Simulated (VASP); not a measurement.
# SiC (F-43m) in VASP: further runs, part 2 of 2

VASP 6.6.1. Earlier steps stand in the parts before.

## (4) Single point, PBE-based global hybrid

POSCAR

```
SiC
1.0
    0.0000000000      2.1780523476      2.1780523476
    2.1780523476      0.0000000000      2.1780523476
    2.1780523476      2.1780523476      0.0000000000
Si C
1 1
Direct
    0.0000000000      0.0000000000      0.0000000000
    0.2500000000      0.2500000000      0.2500000000
```

INCAR.step1

```
PREC     = Accurate       # precision mode
ENCUT    = 520            # plane-wave cutoff, eV
EDIFF    = 1E-5           # SCF threshold, eV
ISMEAR   = 0              # smearing method
SIGMA    = 0.01           # smearing width, eV
LREAL    = F              # projectors in reciprocal space
LASPH    = T              # aspherical terms in the spheres
NELM     = 100            # most SCF steps
ALGO     = Normal         # electronic algorithm
ISIF     = 2              # what is computed and relaxed
LWAVE    = T              # write WAVECAR
LCHARG   = F              # write CHGCAR
NBANDS   = 11             # bands
GGA      = PE             # functional
```

INCAR.step2

```
PREC     = Accurate       # precision mode
ENCUT    = 520            # plane-wave cutoff, eV
EDIFF    = 1E-7           # SCF threshold, eV
ISMEAR   = 0              # smearing method
SIGMA    = 0.01           # smearing width, eV
LREAL    = F              # projectors in reciprocal space
LASPH    = T              # aspherical terms in the spheres
NELM     = 100            # most SCF steps
ALGO     = Normal         # electronic algorithm
ISIF     = 2              # what is computed and relaxed
LWAVE    = F              # write WAVECAR
LCHARG   = F              # write CHGCAR
GGA      = PE             # functional
LHFCALC  = T              # exact exchange
AEXX     = 0.35           # exact-exchange fraction
PRECFOCK = Normal       
NBANDS   = 11             # bands
ISTART   = 1
```

KPOINTS

```
regular mesh
0
Gamma
  4 4 4
```

Potentials or basis: VASP PAW PBE potentials, release 64 (Si, C).

Launch:

```sh
cat potpaw_PBE.64/Si/POTCAR potpaw_PBE.64/C/POTCAR > POTCAR
cp INCAR.step1 INCAR
mpirun -np 1 vasp_std > vasp.out
cp INCAR.step2 INCAR
mpirun -np 1 vasp_std > vasp.out
```

OUTCAR:

```text
PREC = Accurate
   ENCUT = 520
   EDIFF = 1E-7
   ISMEAR = 0
   LREAL = F
   LASPH = T
   NELM = 100
   ISIF = 2
   GGA = PE
   LHFCALC = T
   AEXX = 0.35
   PRECFOCK = Normal
   ISTART = 1

 ion  position               nearest neighbor table
   1  0.000  0.000  0.000-   2 1.89   2 1.89   2 1.89   2 1.89
   2  0.250  0.250  0.250-   1 1.89   1 1.89   1 1.89   1 1.89

  LATTYP: Found a face centered cubic cell.
 ALAT       =     4.3561046952

  Lattice vectors:

 A1 = (   0.0000000000,   2.1780523476,   2.1780523476)
 A2 = (   2.1780523476,   0.0000000000,   2.1780523476)
 A3 = (   2.1780523476,   2.1780523476,   0.0000000000)

Analysis of symmetry for initial positions (statically):
=====================================================================
 Subroutine PRICEL returns:
 Original cell was already a primitive cell.

 Routine SETGRP: Setting up the symmetry group for a
 face centered cubic supercell.

 Subroutine GETGRP returns: Found 24 space group operations
 (whereof 24 operations were pure point group operations)
 out of a pool of 48 trial point group operations.

The static configuration has the point symmetry T_d .

Analysis of symmetry for dynamics (positions and initial velocities):
=====================================================================
 Subroutine PRICEL returns:
 Original cell was already a primitive cell.

 Routine SETGRP: Setting up the symmetry group for a
 face centered cubic supercell.

 Subroutine GETGRP returns: Found 24 space group operations
 (whereof 24 operations were pure point group operations)
 out of a pool of 48 trial point group operations.

The dynamic configuration has the point symmetry T_d .

 Subroutine INISYM returns: Found 24 space group operations
 (whereof 24 operations are pure point group operations),
 and found     1 'primitive' translations

----------------------------------------------------------------------------------------

                                     Primitive cell

  volume of cell :      20.6650

  direct lattice vectors                    reciprocal lattice vectors
     0.000000000  2.178052348  2.178052348    -0.229562894  0.229562894  0.229562894
     2.178052348  0.000000000  2.178052348     0.229562894 -0.229562894  0.229562894
     2.178052348  2.178052348  0.000000000     0.229562894  0.229562894 -0.229562894

  length of vectors
     3.080231170  3.080231170  3.080231170     0.397614596  0.397614596  0.397614596

  position of ions in fractional coordinates (direct lattice)
     0.000000000  0.000000000  0.000000000
     0.250000000  0.250000000  0.250000000

  ion indices of the primitive-cell ions
   primitive index   ion index
                 1           1
                 2           2

----------------------------------------------------------------------------------------

 KPOINTS: regular mesh

Automatic generation of k-mesh.
 Grid dimensions read from file:
 generate k-points for:    4    4    4

 Generating k-lattice:

[... 29 lines left out ...]
   dimension x,y,z NGX =    24 NGY =   24 NGZ =   24
   dimension x,y,z NGXF=    48 NGYF=   48 NGZF=   48
   ions per type =               1   1
   NGX,Y,Z   is equivalent  to a cutoff of  12.95, 12.95, 12.95 a.u.
   NGXF,Y,Z  is equivalent  to a cutoff of  25.91, 25.91, 25.91 a.u.
 SYSTEM =  unknown system
   PREC   = accura    normal or accurate (medium, high low for compatibility)
   ISTART =      1    job   : 0-new  1-cont  2-samecut
   ICHARG =      0    charge: 1-file 2-atom 10-const
   ISPIN  =      1    spin polarized calculation?
   LNONCOLLINEAR =      F non collinear calculations
   LSORBIT =      F    spin-orbit coupling
   LASPH  =      T    aspherical Exc in radial PAW
   ENCUT  =  520.0 eV  38.22 Ry    6.18 a.u.   5.73  5.73  5.73*2*pi/ulx,y,z
   NELM   =    100;   NELMIN=  2; NELMDL=  0     # of ELM steps
   EDIFF  = 0.1E-06   stopping-criterion for ELM
   LREAL  =      F    real-space projection
   EDIFFG = 0.1E-05   stopping-criterion for IOM
   NSW    =      0    number of steps for IOM
   IBRION =     -1    ionic relax: 0-MD 1-quasi-New 2-CG
   NFREE  =      0    steps in history (QN), initial steepest desc. (CG)
   ISIF   =      2    stress and relaxation
   ISYM   =      3    0-nonsym 1-usesym 2-fastsym
   POTIM  = 0.5000    time-step for ionic-motion
   TEBEG  =    0.0;   TEEND  =   0.0 temperature during run
   PSTRESS=    0.0 pullay stress
   NELECT =       8.0000    total number of electrons
   NUPDOWN=      -1.0000    fix difference up-down
   EMIN   =  10.00;   EMAX   =-10.00  energy-range for DOS
   EFERMI =   0.00;   METHOD = LEGACY
   ISMEAR =     0;   SIGMA  =   0.01  broadening in eV -4-tet -1-fermi 0-gaus
   EFERMI_NEDOS =   21; number of points for ismear=-14 and -15
   IALGO  =     38    algorithm
   IMIX   =      1    mixing-type and parameters
     AMIX     =   0.40;   BMIX     =  1.00
     AMIX_MAG =   1.60;   BMIX_MAG =  1.00
  volume/ion in A,a.u.               =      10.33        69.73
  Fermi-wavevector in a.u.,A,eV,Ry     =   1.193145  2.254717 19.369182  1.423595
  Thomas-Fermi vector in A             =   2.329166
   LORBIT       =      0    0 simple, 1 ext, 2 COOP (PROOUT), +10 PAW based schemes
   GGA     = PE    functional components
   LHFCALC =     T    Hartree Fock is set to
   PRECFOCK=normal    Normal, Fast or Accurate (Low or Medium for compatibility)
   ENCUT4O =  -1.0   cutoff for four orbital integrals eV
   NKREDX  =     1    reduce k-point grid by
   NKREDY  =     1    reduce k-point grid by
   NKREDZ  =     1    reduce k-point grid by
   AEXX    =    0.3500 exact exchange contribution
   HFSCREEN=    0.0000 screening length (either q_TF or 0.3 A-1)
   HFSCREENC=   0.0000 screening length for correlation (either q_TF or 0.3 A-1)
   ENCUTFOCK=  -1.0 apply spherical cutoff to Coloumb kernel
   IVDW    =     0    specifies the selected vdW correction
   LEPSILON=     F    determine dielectric tensor
   LRPA    =     F    only Hartree local field effects (RPA)
 non-spin polarized calculation
 Gauss-broadening in eV      SIGMA  =   0.01
  energy-cutoff  :      520.00
  volume of cell :       20.66
 maximum number of plane-waves:       568
 NGX is ok and might be reduce to    24
  NGX = 18; NGY = 18; NGZ = 18

 number of electron       8.0000001 magnetization

 Free energy of the ion-electron system (eV)
  ---------------------------------------------------
  ext. energy  EPLUGINS =         0.00000000
  ---------------------------------------------------
  free energy    TOTEN  =       -19.81172351 eV

  energy without entropy =      -19.81172351  energy(sigma->0) =      -19.81172351

 E-fermi :   6.7647     XC(G=0):  -7.9847

 val. band max:        6.6854234082   @ k =   0.0000   0.0000   0.0000
 cond. band min:      10.4220783588   @ k =   0.5000   0.5000   0.0000
 fundamental gap:      3.7366549506
 Fermi energy:         6.7646808547

 k-point     1 :       0.0000    0.0000    0.0000
  band No.  band energies     occupation
      1     -10.9500      2.00000
      2       6.6854      2.00000
      3       6.6854      2.00000
      4       6.6854      2.00000
      5      15.9523      0.00000
      6      16.9307      0.00000
      7      16.9307      0.00000
      8      16.9307      0.00000
      9      24.5547      0.00000
     10      24.5547      0.00000
     11      26.4084      0.00000
[... 85 lines left out ...]
 k-point     8 :      -0.2500    0.5000    0.2500
  band No.  band energies     occupation
      1      -5.1058      2.00000
      2      -1.2707      2.00000
      3       1.0576      2.00000
      4       1.4846      2.00000
      5      14.6125      0.00000
      6      19.3412      0.00000
      7      19.3801      0.00000
      8      19.5213      0.00000
      9      24.7942      0.00000
     10      27.9043      0.00000
     11      31.7952      0.00000

------------------------ aborting loop because EDIFF is reached ----------------------------------------

  FORCE on cell =-STRESS in cart. coord.  units (eV):
  Direction    XX          YY          ZZ          XY          YZ          ZX
  --------------------------------------------------------------------------------------
  -------------------------------------------------------------------------------------
  Total       -0.4408379     -0.4408379     -0.4408379      0.0000000      0.0000000     -0.0000000
  in kB      -34.1786227    -34.1786227    -34.1786227      0.0000000      0.0000000     -0.0000000
  external PRESSURE =     -34.1786227 kB  Pullay stress =       0.0000000 kB

 VOLUME and BASIS-vectors are now :
 -----------------------------------------------------------------------------
  energy-cutoff  :      520.00
  volume of cell :       20.66
      direct lattice vectors                 reciprocal lattice vectors
     0.000000000  2.178052348  2.178052348    -0.229562894  0.229562894  0.229562894
     2.178052348  0.000000000  2.178052348     0.229562894 -0.229562894  0.229562894
     2.178052348  2.178052348  0.000000000     0.229562894  0.229562894 -0.229562894

 POSITION                                       TOTAL-FORCE (eV/Angst)
 -----------------------------------------------------------------------------------
      0.00000      0.00000      0.00000         0.000000      0.000000      0.000000
      1.08903      1.08903      1.08903        -0.000000     -0.000000     -0.000000
 -----------------------------------------------------------------------------------
    total drift:                                0.000000      0.000001      0.000001

  FREE ENERGIE OF THE ION-ELECTRON SYSTEM (eV)
  ---------------------------------------------------
  free  energy   TOTEN  =       -19.8117235061 eV

  energy  without entropy=      -19.8117235061  energy(sigma->0) =      -19.81172351
```

It took 53 s on 1 thread of Intel Xeon Platinum 8488C (Sapphire Rapids), shared host; peak memory 0.13 GiB.

Results:

| Quantity | Value |
| --- | --- |
| Free energy | -19.8117 eV |
| Pressure | -3.4 GPa |
| Band gap on the k mesh | 3.74 eV, indirect (least direct gap 7.38 eV) |

Levels at points of the mesh, in eV from the valence-band top:
```csv
k point,band 1,band 2,band 3,band 4,band 5,band 6,band 7,band 8
"(0.00, 0.00, 0.00)",-17.64,0.00,0.00,0.00,9.27,10.25,10.25,10.25
"(0.50, 0.00, 0.00)",-13.66,-9.70,-1.21,-1.21,8.30,10.12,10.12,13.31
"(0.50, 0.50, 0.00)",-12.04,-8.85,-3.64,-3.64,3.74,6.94,17.87,17.87
```

Caveat: the k points lie up to 0.62 Å⁻¹ apart; the PAW data sets were made with another functional, which shifts forces and pressure a little. A k mesh can miss the band edges.

## (5) The runs side by side

```tsv
level	share of exact exchange	screening parameter	gap on the mesh (eV)	pressure (GPa)
PBE-based screened hybrid	0.3	0.3 1/Å	2.17	-1.7
PBE-based screened hybrid	1	0.1 1/Å	6.80	-16.1
PBE-based global hybrid	0.35	-	3.74	-3.4
```

Alike in all rows: task single point; potentials or basis VASP PAW PBE potentials, release 64 (Si, C); no spin polarisation; cell as given; k mesh 4 × 4 × 4; cutoff (eV) 520; smearing gaussian 0.01 eV.

Caveats: all runs use coarse meshes; the PAW data sets were made with another functional, which shifts forces and pressure a little.

Absolute energies hang on the potentials; compare differences alone.
